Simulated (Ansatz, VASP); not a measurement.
## Two plane-wave programs on Hg

Contents of INCAR:

```
SYSTEM = Hg
  PREC = Accurate
  ENCUT = 520
  EDIFF = 1E-7
  ISMEAR = -1
  SIGMA = 0.05
  LREAL = .FALSE.
  LASPH = .TRUE.
  NELM = 80
  ALGO = Fast
  ISIF = 2
  LWAVE = .FALSE.
  LCHARG = .FALSE.
  GGA = PE
  NBANDS = 25
```

File KPOINTS:

```
regular mesh
0
G
  7 7 7
  0 0 0
```

The input POSCAR:

```
Hg
1.0
    4.5997436933      0.0000000000      0.0000000000
   -2.2998718467      3.9834948894      0.0000000000
    0.0000000000      0.0000000000      3.9209268928
Hg
3
Direct
    0.6666666667      0.3333333333      0.5000000000
    0.0000000000      0.0000000000      0.0000000000
    0.3333333333      0.6666666667      0.5000000000
```

Contents of input.yaml:

```yaml
crystal:
  lattice:
    - [4.5997436933, 0.0, 0.0]
    - [-2.2998718467, 3.9834948894, 0.0]
    - [0.0, 0.0, 3.9209268928]
  atoms:
    - { symbol: Hg, position: [0.6666666667, 0.3333333333, 0.5] }
    - { symbol: Hg, position: [0.0, 0.0, 0.0] }
    - { symbol: Hg, position: [0.3333333333, 0.6666666667, 0.5] }
hamiltonian:
  xc: pbe
  pseudopotentials: { kind: paw }
kpoints:
  mp_grid: { grid: [7, 7, 7] }
scf:
  occupations: { method: fermi_dirac, width: 0.05 }
output:
  forces: true
  stress: true
  eigenvalues: true
```

Alike in both runs: task single point; functional PBE; k mesh 7 × 7 × 7; occupations fermi-dirac, width 0.05 eV; no spin polarisation.

```csv
,VASP,Ansatz
version,VASP 6.6.1,Ansatz 0.2.0
potentials or method,"VASP PAW PBE potentials, release 64 (Hg)",Ansatz PAW
plane-wave cutoff (eV),520,420
valence electrons in the cell,36,60
```

```tsv
	VASP	Ansatz	Ansatz less VASP
gap on the k mesh at the Fermi level (eV)	none	none	-
pressure (GPa)	10.7	10.0	-0.66
traceless stress, the component that is largest in VASP (GPa)	-7.49	-7.03	+0.461
```

A gap of «none» marks a metal or a gap that the smearing closes. The functional is the same, so the differences come from potentials, cutoffs and numerics. VASP's potentials hold 36 valence electrons a cell and Ansatz's 60, so a difference there can come from the potentials and not from the codes.

Spin-orbit coupling is off throughout.
